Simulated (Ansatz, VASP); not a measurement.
# O: VASP beside Ansatz

Contents of INCAR:

```
SYSTEM = O
  PREC = Accurate
  ENCUT = 520
  EDIFF = 1E-7
  ISMEAR = 0
  SIGMA = 0.1
  LREAL = .False.
  LASPH = .True.
  NELM = 80
  ALGO = Normal
  ISIF = 2
  LWAVE = .False.
  LCHARG = .True.
  GGA = PE
  LELF = .True.
  LVHAR = .True.
  NBANDS = 20
```

File KPOINTS:

```
regular mesh
0
Gamma
  6 6 6
  0 0 0
```

POSCAR

```
O
1.0
    3.8922577202      0.0000000000      0.0000000000
    0.0000000000      3.7894570000      0.0000000000
   -0.9966562331      0.0000000000      2.9534146937
O
4
Direct
    0.3329660000      0.6941230000      0.6812950000
    0.6670340000      0.6941230000      0.8187050000
    0.6670340000      0.3058770000      0.3187050000
    0.3329660000      0.3058770000      0.1812950000
```

Input for Ansatz:

```yaml
crystal:
  lattice:
    - [3.8922577202, 0.0, 0.0]
    - [0.0, 3.789457, 0.0]
    - [-0.9966562331, 0.0, 2.9534146937]
  atoms:
    - { symbol: O, position: [0.332966, 0.694123, 0.681295] }
    - { symbol: O, position: [0.667034, 0.694123, 0.818705] }
    - { symbol: O, position: [0.667034, 0.305877, 0.318705] }
    - { symbol: O, position: [0.332966, 0.305877, 0.181295] }
basis:
  ecutwfc: 420
kpoints:
  mp_grid: { grid: [6, 6, 6] }
hamiltonian:
  xc: pbe
scf:
  occupations: { method: gaussian, width: 0.1 }
  lower_state_search: "off"
output:
  forces: true
  stress: true
  eigenvalues: true
```

Alike in both runs: task single point; functional PBE; k mesh 6 × 6 × 6; occupations gaussian, width 0.1 eV; no spin polarisation.

```csv
,VASP,Ansatz
version,VASP 6.6.1,Ansatz 0.2.0
potentials or method,"VASP PAW PBE potentials, release 64 (O), cutoff 520 eV","scalar-relativistic, plane waves, PAW"
valence electrons in the cell,24,24
```

|  | VASP | Ansatz | Ansatz less VASP |
| --- | --- | --- | --- |
| gap on the k mesh at the Fermi level (eV) | 0.46 | 0.47 | +0.002 |
| least direct gap on the mesh (eV) | 0.64 | 0.64 | +0.003 |
| pressure (GPa) | 2.9 | 0.1 | -2.81 |
| traceless stress, the component that is largest in VASP (GPa) | -1.41 | 0.68 | +2.083 |
| rms of the force components (eV/Å) | 0.172 | 0.761 | +0.5896 |

Atom by atom the forces differ by 0.603 eV/Å (rms over components). With one functional, cell and mesh, what is left measures potentials, basis and numerics.

Noted on VASP's run: the standard files for N, O and F lose accuracy on very short bonds; spin is off for a triplet molecule.
